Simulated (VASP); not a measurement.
Here is a VASP 6.6.1 calculation.

The input INCAR:

```
SYSTEM = Al
PREC = Accurate
ENCUT = 520
EDIFF = 1E-6
ISMEAR = 0
SIGMA = 0.15
LREAL = .False.
LASPH = .True.
NELM = 60
ALGO = Fast
ISIF = 2
LWAVE = .False.
LCHARG = .False.
GGA = PS
NBANDS = 22
```

The input KPOINTS:

```
regular mesh
0
Gamma
  10 10 10
  0 0 0
```

File POSCAR:

```
Al
1.0
    3.2126361663      3.2126361663      3.2126361663
   -3.2126361663     -3.2126361663      3.2126361663
    3.2126361663     -3.2126361663     -3.2126361663
Al
8
Direct
   -0.1456747592      0.5000000000      0.3543252408
    0.0000000000      0.0000000000      0.5000000000
    0.0000000000      0.5000000000      0.0000000000
    0.0000000000      0.0000000000      0.0000000000
    0.5000000000      0.5000000000      0.5000000000
    0.5000000000      0.0000000000      0.5000000000
    0.5000000000      0.5000000000      0.0000000000
    0.5000000000      0.0000000000      0.0000000000
```

Potentials or basis: VASP PAW PBE potentials, release 64 (Al).

Run with:

```sh
$ cat potpaw_PBE.64/Al/POTCAR > POTCAR
$ mpirun -np 1 vasp_std > vasp.out
```

Problem. What does it give for the largest force?

Solution. 5.337 eV/Å.

Problem. Estimate the band gap on the k mesh.

Solution. Zero (bands 12 and 13 overlap by 3.71 eV).

Problem. Estimate the pressure.

Solution. 7.8 GPa.

Forces on the atoms (eV/Å):
```
Al   5.337  0.000  0.000
Al  -0.605 -1.428  1.428
Al  -0.605  1.428  1.428
Al  -0.088  0.000  0.000
Al  -0.605 -1.428 -1.428
Al  -0.088  0.000  0.000
Al  -2.742  0.000  0.000
Al  -0.605  1.428 -1.428
```

Caveat: the cell differs from its parent crystal (atom 1 (Al) moved by -0.936 Å along [1 0 0] and +0.000 Å along [0 1 0]); the cell stands under pressure; the PAW data sets were made with another functional, which shifts forces and pressure a little.
